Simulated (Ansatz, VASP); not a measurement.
One calculation of Al7Ni8, two programs

File INCAR:

```
PREC = Accurate
ENCUT = 520
EDIFF = 1E-6
ISMEAR = 0
SIGMA = 0.1
LREAL = False
LASPH = True
NELM = 120
ALGO = Normal
ISIF = 2
LWAVE = False
LCHARG = False
LDIPOL = True
IDIPOL = 3
DIPOL = 0.5 0.5 0.500
GGA = PS
NBANDS = 64
GGA_COMPAT = False
NELMDL = -8
```

KPOINTS

```
regular mesh
0
Gamma
  4 4 1
```

Contents of POSCAR:

```
Al7Ni8
1.0
    4.0477133473      0.0000000000      0.0000000000
   -2.0238566737      3.5054225860      0.0000000000
    0.0000000000      0.0000000000     26.5673043804
Ni Al
8 7
Direct
    0.3333333333      0.6666666667      0.2823018810
    0.0000000000      0.0000000000      0.3445013436
    0.6666666667      0.3333333333      0.4067008061
    0.3333333333      0.6666666667      0.4689002687
    0.0000000000      0.0000000000      0.5310997313
    0.6666666667      0.3333333333      0.5932991939
    0.3333333333      0.6666666667      0.6554986564
    0.0000000000      0.0000000000      0.7176981190
    0.6666666667      0.3333333333      0.3134016123
    0.3333333333      0.6666666667      0.3756010749
    0.0000000000      0.0000000000      0.4378005374
    0.6666666667      0.3333333333      0.5000000000
    0.3333333333      0.6666666667      0.5621994626
    0.0000000000      0.0000000000      0.6243989251
    0.6666666667      0.3333333333      0.6865983877
```

Input for Ansatz:

```yaml
crystal:
  lattice:
    - [4.0477133473, 0.0, 0.0]
    - [-2.0238566737, 3.505422586, 0.0]
    - [0.0, 0.0, 26.5673043804]
  atoms:
    - { symbol: Ni, position: [0.3333333333, 0.6666666667, 0.282301881] }
    - { symbol: Al, position: [0.6666666667, 0.3333333333, 0.3134016123] }
    - { symbol: Ni, position: [0.0, 0.0, 0.3445013436] }
    - { symbol: Al, position: [0.3333333333, 0.6666666667, 0.3756010749] }
    - { symbol: Ni, position: [0.6666666667, 0.3333333333, 0.4067008061] }
    - { symbol: Al, position: [0.0, 0.0, 0.4378005374] }
    - { symbol: Ni, position: [0.3333333333, 0.6666666667, 0.4689002687] }
    - { symbol: Al, position: [0.6666666667, 0.3333333333, 0.5] }
    - { symbol: Ni, position: [0.0, 0.0, 0.5310997313] }
    - { symbol: Al, position: [0.3333333333, 0.6666666667, 0.5621994626] }
    - { symbol: Ni, position: [0.6666666667, 0.3333333333, 0.5932991939] }
    - { symbol: Al, position: [0.0, 0.0, 0.6243989251] }
    - { symbol: Ni, position: [0.3333333333, 0.6666666667, 0.6554986564] }
    - { symbol: Al, position: [0.6666666667, 0.3333333333, 0.6865983877] }
    - { symbol: Ni, position: [0.0, 0.0, 0.717698119] }
basis:
  ecutwfc: 420
kpoints:
  mp_grid: { grid: [4, 4, 1] }
hamiltonian:
  xc: pbesol
scf:
  occupations: { method: gaussian, width: 0.1 }
output:
  forces: true
  stress: true
  eigenvalues: true
efield:
  axis: 3
  dipole_correction: true
  ramp_width: 0.04
```

Alike in both runs: task single point; functional PBEsol; k mesh 4 × 4 × 1; occupations gaussian, width 0.1 eV; no spin polarisation.

|  | VASP | Ansatz |
| --- | --- | --- |
| version | VASP 6.6.1 | Ansatz 0.2.0 |
| potentials or method | VASP PAW PBE potentials, release 64 (Ni, Al), cutoff 520 eV | scalar-relativistic, plane waves, PAW |
| valence electrons in the cell | 101 | 165 |

|  | VASP | Ansatz | Ansatz less VASP |
| --- | --- | --- | --- |
| gap on the k mesh at the Fermi level (eV) | none | none | - |
| rms of the force components (eV/Å) | 0.339 | 0.346 | +0.0067 |

VASP's potentials were made for PBE, not for PBEsol. A gap of «none» marks a metal or a gap that the smearing closes. VASP's potentials hold 101 valence electrons a cell and Ansatz's 165, so a difference there can come from the potentials and not from the codes.

The k mesh is coarse, so the values compare programs but aren't converged.
